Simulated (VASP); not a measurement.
# Si (Cmm2) in VASP: notebook

Runs on Si. Level: r2SCAN. Tasks: single point.

Program: VASP 6.6.1. These are calculated values, not measurements. Logs are shortened: lines on timing, memory, paths and dates and some standing lists are left out, and cuts for length are marked.

### Step 1. The cell of the first run

Symmetry: Cmm2, No. 35, orthorhombic system. The conventional cell has a = 7.681 Å, b = 7.681 Å, c = 5.431 Å, α = 90.00°, β = 90.00°, γ = 90.00°. Within 2.9 Å of Si (site symmetry mm2) lie 4 Si at 2.18 to 2.55 Å. Within 3.1 Å of Si (site symmetry mm2) lie 4 Si at 2.35 Å. Within 3.1 Å of Si (site symmetry 2) lie 4 Si at 2.35 Å. Within 2.9 Å of Si (site symmetry m) lie 4 Si at 2.18 to 2.35 Å. Si (site symmetry m) has 4 Si at 2.35 to 2.55 Å within 3.1 Å.

### Step 2. Single point, r2SCAN (atom 1 (Si) moved +0.315 Å along Cartesian [0 0 1])

Input file POSCAR:

```
Si
1.0
    5.4309400000      0.0000000000      0.0000000000
    0.0000000000     -5.4309400000      0.0000000000
    0.0000000000      0.0000000000     -5.4309400000
Si
8
Direct
    0.5000000000      0.0000000000     -0.0580010090
    0.0000000000      0.5000000000      0.0000000000
    0.0000000000      0.0000000000      0.5000000000
    0.5000000000      0.5000000000      0.5000000000
    0.7500000000      0.7500000000      0.7500000000
    0.2500000000      0.2500000000      0.7500000000
    0.2500000000      0.7500000000      0.2500000000
    0.7500000000      0.2500000000      0.2500000000
```

Input file INCAR.step1:

```
SYSTEM = Si
PREC = Accurate
ENCUT = 520
ISMEAR = 0
SIGMA = 0.05
LREAL = .False.
LASPH = .True.
NELM = 100
NBANDS = 26
GGA = PE
ALGO = Normal
EDIFF = 1E-4
LWAVE = .True.
LCHARG = .False.
```

Input file INCAR.step2:

```
SYSTEM = Si
PREC = Accurate
ENCUT = 520
EDIFF = 1E-7
ISMEAR = 0
SIGMA = 0.05
LREAL = .False.
LASPH = .True.
NELM = 100
ALGO = Normal
ISIF = 2
LWAVE = .False.
LCHARG = .True.
METAGGA = R2SCAN
LMIXTAU = .True.
LELF = .True.
LVHAR = .True.
NBANDS = 26
ISTART = 1
```

Input file KPOINTS:

```
regular mesh
0
Gamma
  6 6 6
  0 0 0
```

Potentials or basis: VASP PAW PBE potentials, release 64 (Si).

Run with:

```sh
$ cat potpaw_PBE.64/Si/POTCAR > POTCAR
$ cp INCAR.step1 INCAR
$ mpirun -np 1 vasp_std > vasp.out
$ cp INCAR.step2 INCAR
$ mpirun -np 1 vasp_std > vasp.out
```

OUTCAR:

```text
SYSTEM = Si
   PREC = Accurate
   ENCUT = 520
   EDIFF = 1E-7
   ISMEAR = 0
   LREAL = .False.
   LASPH = .True.
   NELM = 100
   ISIF = 2
   METAGGA = R2SCAN
   ISTART = 1

 ion  position               nearest neighbor table
   1  0.500  0.000  0.942-   5 2.18   6 2.18   7 2.55   8 2.55
   2  0.000  0.500  0.000-   5 2.35   6 2.35   7 2.35   8 2.35
   3  0.000  0.000  0.500-   5 2.35   6 2.35   7 2.35   8 2.35
   4  0.500  0.500  0.500-   5 2.35   6 2.35   7 2.35   8 2.35
   5  0.750  0.750  0.750-   1 2.18   2 2.35   3 2.35   4 2.35
   6  0.250  0.250  0.750-   1 2.18   2 2.35   3 2.35   4 2.35
   7  0.250  0.750  0.250-   2 2.35   3 2.35   4 2.35   1 2.55
   8  0.750  0.250  0.250-   2 2.35   3 2.35   4 2.35   1 2.55

  LATTYP: Found a simple cubic cell.
 ALAT       =     5.4309400000

  Lattice vectors:

 A1 = (   5.4309400000,   0.0000000000,   0.0000000000)
 A2 = (   0.0000000000,  -5.4309400000,   0.0000000000)
 A3 = (   0.0000000000,   0.0000000000,  -5.4309400000)

Analysis of symmetry for initial positions (statically):
=====================================================================
 Subroutine PRICEL returns:
 Original cell was already a primitive cell.

 Routine SETGRP: Setting up the symmetry group for a
 simple cubic supercell.

 Subroutine GETGRP returns: Found  4 space group operations
 (whereof  2 operations were pure point group operations)
 out of a pool of 48 trial point group operations.

The static configuration has the point symmetry C_2 .
 The point group associated with its full space group is C_2v.

Analysis of symmetry for dynamics (positions and initial velocities):
=====================================================================
 Subroutine PRICEL returns:
 Original cell was already a primitive cell.

 Routine SETGRP: Setting up the symmetry group for a
 simple cubic supercell.

 Subroutine GETGRP returns: Found  4 space group operations
 (whereof  2 operations were pure point group operations)
 out of a pool of 48 trial point group operations.

The dynamic configuration has the point symmetry C_2 .
 The point group associated with its full space group is C_2v.

 Subroutine INISYM returns: Found  4 space group operations
 (whereof  2 operations are pure point group operations),
 and found     1 'primitive' translations

----------------------------------------------------------------------------------------

                                     Primitive cell

  volume of cell :     160.1862

  direct lattice vectors                    reciprocal lattice vectors
     5.430940000  0.000000000  0.000000000     0.184130187  0.000000000  0.000000000
     0.000000000 -5.430940000  0.000000000     0.000000000 -0.184130187  0.000000000
     0.000000000  0.000000000 -5.430940000     0.000000000  0.000000000 -0.184130187

  length of vectors
     5.430940000  5.430940000  5.430940000     0.184130187  0.184130187  0.184130187

  position of ions in fractional coordinates (direct lattice)
     0.500000000  0.000000000  0.941998991
     0.000000000  0.500000000  0.000000000
     0.000000000  0.000000000  0.500000000
     0.500000000  0.500000000  0.500000000
     0.750000000  0.750000000  0.750000000
     0.250000000  0.250000000  0.750000000
     0.250000000  0.750000000  0.250000000
     0.750000000  0.250000000  0.250000000

  ion indices of the primitive-cell ions
   primitive index   ion index
                 1           1
                 2           2
                 3           3
                 4           4
                 5           5
                 6           6
                 7           7
                 8           8

----------------------------------------------------------------------------------------

 KPOINTS: regular mesh

Automatic generation of k-mesh.
 Grid dimensions read from file:
 generate k-points for:    6    6    6

 Generating k-lattice:

  Cartesian coordinates                     Fractional coordinates (reciprocal lattice)
     0.030688365  0.000000000  0.000000000     0.166666667  0.000000000  0.000000000
     0.000000000 -0.030688365  0.000000000     0.000000000  0.166666667  0.000000000
     0.000000000  0.000000000 -0.030688365     0.000000000  0.000000000  0.166666667

  Length of vectors
     0.030688365  0.030688365  0.030688365

  Shift w.r.t. Gamma in fractional coordinates (k-lattice)
     0.000000000  0.000000000  0.000000000

 Subroutine IBZKPT returns following result:
 ===========================================

 Found     52 irreducible k-points:

 Following reciprocal coordinates:
            Coordinates               Weight
  0.000000  0.000000  0.000000      1.000000
  0.166667  0.000000  0.000000      4.000000
  0.000000  0.000000  0.166667      2.000000
  0.333333  0.000000  0.000000      4.000000
  0.000000  0.000000  0.333333      2.000000
  0.500000  0.000000  0.000000      2.000000
[... 16 lines left out ...]
  0.333333  0.000000  0.500000      4.000000
  0.500000  0.500000  0.000000      1.000000
 [... further k-points ...]
   k-points           NKPTS =     52   k-points in BZ     NKDIM =     52   number of bands    NBANDS=     26
   number of dos      NEDOS =    301   number of ions     NIONS =      8
   total plane-waves  NPLWV =  64000
   dimension x,y,z NGX =    40 NGY =   40 NGZ =   40
   dimension x,y,z NGXF=    80 NGYF=   80 NGZF=   80
   ions per type =               8
   NGX,Y,Z   is equivalent  to a cutoff of  12.24, 12.24, 12.24 a.u.
   NGXF,Y,Z  is equivalent  to a cutoff of  24.49, 24.49, 24.49 a.u.
 SYSTEM =  Si
   PREC   = accura    normal or accurate (medium, high low for compatibility)
   ISTART =      1    job   : 0-new  1-cont  2-samecut
   ICHARG =      0    charge: 1-file 2-atom 10-const
   ISPIN  =      1    spin polarized calculation?
   LNONCOLLINEAR =      F non collinear calculations
   LSORBIT =      F    spin-orbit coupling
   LASPH  =      T    aspherical Exc in radial PAW
   ENCUT  =  520.0 eV  38.22 Ry    6.18 a.u.  10.10 10.10 10.10*2*pi/ulx,y,z
   NELM   =    100;   NELMIN=  2; NELMDL=  0     # of ELM steps
   EDIFF  = 0.1E-06   stopping-criterion for ELM
   LREAL  =      F    real-space projection
   EDIFFG = 0.1E-05   stopping-criterion for IOM
   NSW    =      0    number of steps for IOM
   IBRION =     -1    ionic relax: 0-MD 1-quasi-New 2-CG
   NFREE  =      0    steps in history (QN), initial steepest desc. (CG)
   ISIF   =      2    stress and relaxation
   ISYM   =      2    0-nonsym 1-usesym 2-fastsym
   POTIM  = 0.5000    time-step for ionic-motion
   TEBEG  =    0.0;   TEEND  =   0.0 temperature during run
   PSTRESS=    0.0 pullay stress
   NELECT =      32.0000    total number of electrons
   NUPDOWN=      -1.0000    fix difference up-down
   EMIN   =  10.00;   EMAX   =-10.00  energy-range for DOS
   EFERMI =   0.00;   METHOD = LEGACY
   ISMEAR =     0;   SIGMA  =   0.05  broadening in eV -4-tet -1-fermi 0-gaus
   EFERMI_NEDOS =   21; number of points for ismear=-14 and -15
   IALGO  =     38    algorithm
   IMIX   =      4    mixing-type and parameters
     AMIX     =   0.40;   BMIX     =  1.00
     AMIX_MAG =   1.60;   BMIX_MAG =  1.00
  volume/ion in A,a.u.               =      20.02       135.12
  Fermi-wavevector in a.u.,A,eV,Ry     =   0.957010  1.808487 12.461143  0.915868
  Thomas-Fermi vector in A             =   2.085990
   LORBIT       =      0    0 simple, 1 ext, 2 COOP (PROOUT), +10 PAW based schemes
   METAGGA = R2SCAN    functional components
   LHFCALC =     F    Hartree Fock is set to
   AEXX    =    0.0000 exact exchange contribution
   IVDW    =     0    specifies the selected vdW correction
   LEPSILON=     F    determine dielectric tensor
   LRPA    =     F    only Hartree local field effects (RPA)
 non-spin polarized calculation
 Gauss-broadening in eV      SIGMA  =   0.05
  energy-cutoff  :      520.00
  volume of cell :      160.19
 maximum number of plane-waves:      4337
   NGX = 21   NGY = 21   NGZ = 21

 number of electron      32.0000004 magnetization

 Free energy of the ion-electron system (eV)
  ---------------------------------------------------
  ext. energy  EPLUGINS =         0.00000000
  ---------------------------------------------------
  free energy    TOTEN  =       -69.51546162 eV

  energy without entropy =      -69.51546159  energy(sigma->0) =      -69.51546161

 E-fermi :   6.2055     XC(G=0):  -9.8571

 val. band max:        6.0551869697   @ k =   0.0000   0.0000   0.0000
 cond. band min:       6.3558835611   @ k =   0.0000   0.0000   0.0000
 fundamental gap:      0.3006965914
 Fermi energy:         6.2054855185

 k-point     1 :       0.0000    0.0000    0.0000
  band No.  band energies     occupation
      1      -6.8465      2.00000
      2      -2.9383      2.00000
      3      -2.7299      2.00000
      4      -2.4425      2.00000
      5      -2.4392      2.00000
      6      -2.2133      2.00000
[... 18 lines left out ...]
     25       8.7503      0.00000
     26       9.6517      0.00000

 k-point     2 :       0.1667    0.0000    0.0000
  band No.  band energies     occupation
      1      -6.7192      2.00000
      2      -3.8025      2.00000
      3      -2.7638      2.00000
      4      -2.4407      2.00000
      5      -2.4020      2.00000
      6      -1.9805      2.00000
[... 18 lines left out ...]
     25       9.2132      0.00000
     26      10.2577      0.00000

 k-point     3 :       0.0000    0.0000    0.1667
  band No.  band energies     occupation
      1      -6.7237      2.00000
      2      -3.7725      2.00000
      3      -2.6976      2.00000
      4      -2.4388      2.00000
      5      -2.3996      2.00000
      6      -2.1663      2.00000
[... 18 lines left out ...]
     25       9.2744      0.00000
     26      10.2999      0.00000

 k-point     4 :       0.3333    0.0000    0.0000
  band No.  band energies     occupation
      1      -6.3397      2.00000
      2      -4.8563      2.00000
      3      -2.6704      2.00000
      4      -2.3639      2.00000
      5      -2.3167      2.00000
      6      -1.8958      2.00000
[... 18 lines left out ...]
     25      10.4415      0.00000
     26      10.4910      0.00000

 k-point     5 :       0.0000    0.0000    0.3333
  band No.  band energies     occupation
      1      -6.3669      2.00000
      2      -4.7883      2.00000
      3      -2.6297      2.00000
      4      -2.3598      2.00000
      5      -2.3147      2.00000
      6      -2.0640      2.00000
[... 18 lines left out ...]
     25      10.4532      0.00000
     26      10.5336      0.00000

 k-point     6 :       0.5000    0.0000    0.0000
  band No.  band energies     occupation
      1      -5.7477      2.00000
      2      -5.6795      2.00000
      3      -2.6173      2.00000
      4      -2.3232      2.00000
      5      -2.2707      2.00000
      6      -1.8537      2.00000
[... 427 lines left out ...]
 k-point    21 :       0.5000    0.3333    0.0000
  band No.  band energies     occupation
      1      -5.3145      2.00000
      2      -5.2147      2.00000
      3      -4.0332      2.00000
      4      -3.8587      2.00000
      5      -0.9777      2.00000
      6      -0.4875      2.00000
[... 18 lines left out ...]
     25      10.7609      0.00000
     26      11.0043      0.00000

 k-point    22 :       0.0000    0.5000    0.3333
  band No.  band energies     occupation
      1      -5.3502      2.00000
      2      -5.2277      2.00000
      3      -3.9358      2.00000
      4      -3.8570      2.00000
      5      -0.8230      2.00000
      6      -0.7407      2.00000
[... 18 lines left out ...]
     25      10.8287      0.00000
     26      10.8744      0.00000

 k-point    23 :       0.3333    0.0000    0.5000
  band No.  band energies     occupation
      1      -5.5145      2.00000
      2      -4.9686      2.00000
      3      -4.1809      2.00000
      4      -3.7000      2.00000
      5      -0.8619      2.00000
      6      -0.7548      2.00000
[... 18 lines left out ...]
     25      10.8453      0.00000
     26      11.0634      0.00000

 k-point    24 :       0.5000    0.5000    0.0000
  band No.  band energies     occupation
      1      -4.9310      2.00000
      2      -4.7781      2.00000
      3      -4.5693      2.00000
      4      -4.4849      2.00000
      5      -0.2279      2.00000
      6      -0.2070      2.00000
[... 18 lines left out ...]
     25      11.0112      0.00000
     26      11.3081      0.00000

 [... further k-points ...]
[... 5 lines left out ...]
  --------------------------------------------------------------------------------------
  -------------------------------------------------------------------------------------
  Total        2.1020519      2.1020519      0.2226807      3.2789490      0.0000000      0.0000000
  in kB       21.0246610     21.0246610      2.2272462     32.7959511      0.0000000      0.0000000
  external PRESSURE =      14.7588561 kB  Pullay stress =       0.0000000 kB

 VOLUME and BASIS-vectors are now :
 -----------------------------------------------------------------------------
  energy-cutoff  :      520.00
  volume of cell :      160.19
      direct lattice vectors                 reciprocal lattice vectors
     5.430940000  0.000000000  0.000000000     0.184130187  0.000000000  0.000000000
     0.000000000 -5.430940000  0.000000000     0.000000000 -0.184130187  0.000000000
     0.000000000  0.000000000 -5.430940000     0.000000000  0.000000000 -0.184130187

 POSITION                                       TOTAL-FORCE (eV/Angst)
 -----------------------------------------------------------------------------------
      2.71547      0.00000     -5.11594         0.000000      0.000000     -4.202769
      0.00000     -2.71547      0.00000         0.000000      0.000000     -0.544856
      0.00000      0.00000     -2.71547         0.000000      0.000000      0.315964
      2.71547     -2.71547     -2.71547         0.000000      0.000000      0.315964
      4.07320     -4.07320     -4.07320         1.095397      1.095397      1.169797
      1.35773     -1.35773     -4.07320        -1.095397     -1.095397      1.169797
      1.35773     -4.07320     -1.35773         0.504599     -0.504599      0.888052
      4.07320     -1.35773     -1.35773        -0.504599      0.504599      0.888052
 -----------------------------------------------------------------------------------
    total drift:                                0.000000     -0.000000      0.000080

  FREE ENERGIE OF THE ION-ELECTRON SYSTEM (eV)
  ---------------------------------------------------
  free  energy   TOTEN  =       -69.5154616224 eV

  energy  without entropy=      -69.5154615913  energy(sigma->0) =      -69.51546161
```

Wall time 18 min (1 thread of Oxide Virtual Turin-like, shared host); peak memory 0.3 GiB.

What came out:

```
Free energy            : -69.5155 eV
Pressure               : 1.5 GPa
Largest force          : 4.203 eV/Å
Band gap on the k mesh : 0.30 eV
```

Forces on the atoms (eV/Å):
```
Si   0.000  0.000 -4.203
Si   0.000  0.000 -0.545
Si   0.000  0.000  0.316
Si   0.000  0.000  0.316
Si   1.095  1.095  1.170
Si  -1.095 -1.095  1.170
Si   0.505 -0.505  0.888
Si  -0.505  0.505  0.888
```

Stress tensor (GPa, compression positive):
```
2.10 3.28 0.00
3.28 2.10 0.00
0.00 0.00 0.22
```

Caveat: the cell differs from its parent crystal (atom 1 (Si) moved +0.315 Å along Cartesian [0 0 1]); semilocal functionals underestimate gaps, and a narrow one can read as zero; the PAW data sets were made with another functional, which shifts forces and pressure a little. A k mesh can miss the band edges.

### Step 3. Single point, r2SCAN (atom 1 (Si) moved +0.225 Å along Cartesian [0 0 1])

Edit POSCAR of step 2 so:

```diff
@@ -8,3 +8,3 @@
 Direct
-    0.5000000000      0.0000000000     -0.0580010090
+    0.5000000000      0.0000000000     -0.0414292922
     0.0000000000      0.5000000000      0.0000000000
```

Input file INCAR.step1:

```
PREC = Accurate
ENCUT = 520
ISMEAR = 0
SIGMA = 0.05
LREAL = False
LASPH = True
NELM = 60
NBANDS = 26
GGA = PE
ALGO = Normal
EDIFF = 1E-4
LWAVE = True
LCHARG = False
```

Input file INCAR.step2:

```
PREC = Accurate
ENCUT = 520
EDIFF = 1E-7
ISMEAR = 0
SIGMA = 0.05
LREAL = False
LASPH = True
NELM = 60
ALGO = Normal
ISIF = 2
LWAVE = False
LCHARG = True
METAGGA = R2SCAN
LMIXTAU = True
LELF = True
LVHAR = True
NBANDS = 26
ISTART = 1
```

Input file KPOINTS:

```
Automatic mesh
0
Gamma
  6 6 6
```

Potentials or basis: VASP PAW PBE potentials, release 64 (Si).

Run with:

```sh
$ cat potpaw_PBE.64/Si/POTCAR > POTCAR
$ cp INCAR.step1 INCAR
$ mpirun -np 1 vasp_std > vasp.out
$ cp INCAR.step2 INCAR
$ mpirun -np 1 vasp_std > vasp.out
```

It took 14 min on 1 thread of Oxide Virtual Turin-like, shared host; peak memory 0.3 GiB.

It converged, with:

| Item | Value |
| --- | --- |
| Free energy | -69.8451 eV |
| Pressure | 1.0 GPa |
| Largest force | 3.105 eV/Å |
| Band gap on the k mesh | 0.38 eV |

Forces on the atoms (eV/Å):
```
Si   0.000  0.000 -3.105
Si   0.000  0.000 -0.402
Si   0.000  0.000  0.229
Si   0.000  0.000  0.229
Si   0.718  0.718  0.838
Si  -0.718 -0.718  0.838
Si   0.412 -0.412  0.687
Si  -0.412  0.412  0.687
```

Stress tensor (GPa, compression positive):
```
1.33 2.27 0.00
2.27 1.33 0.00
0.00 0.00 0.35
```

Levels at points of the mesh, in eV from the valence-band top:
```csv
k point,band 12,band 13,band 14,band 15,band 16,band 17,band 18,band 19,band 20,band 21
"(0.00, 0.00, 0.00)",-3.27,-3.13,-0.54,-0.29,0.00,0.38,0.46,0.64,0.66,0.79
"(0.50, 0.00, 0.00)",-3.83,-2.28,-2.27,-2.20,-2.17,1.03,1.03,3.08,3.09,4.03
"(0.00, 0.00, 0.50)",-3.79,-2.66,-2.41,-2.17,-1.91,0.91,1.12,3.12,3.29,4.10
"(0.50, 0.50, 0.00)",-4.08,-2.09,-1.75,-1.65,-1.32,2.12,2.41,2.46,2.78,4.56
"(0.00, 0.50, 0.50)",-4.08,-1.84,-1.70,-1.62,-1.48,2.31,2.38,2.45,2.51,4.61
"(0.50, 0.50, 0.50)",-1.58,-1.54,-1.51,-1.37,-1.06,1.53,1.54,1.59,1.64,2.97
```

Caveat: the cell differs from its parent crystal (atom 1 (Si) moved +0.225 Å along Cartesian [0 0 1]); semilocal functionals underestimate gaps, and a narrow one can read as zero; the PAW data sets were made with another functional, which shifts forces and pressure a little. A k mesh can miss the band edges.

(Continued in part 2 of 2.)
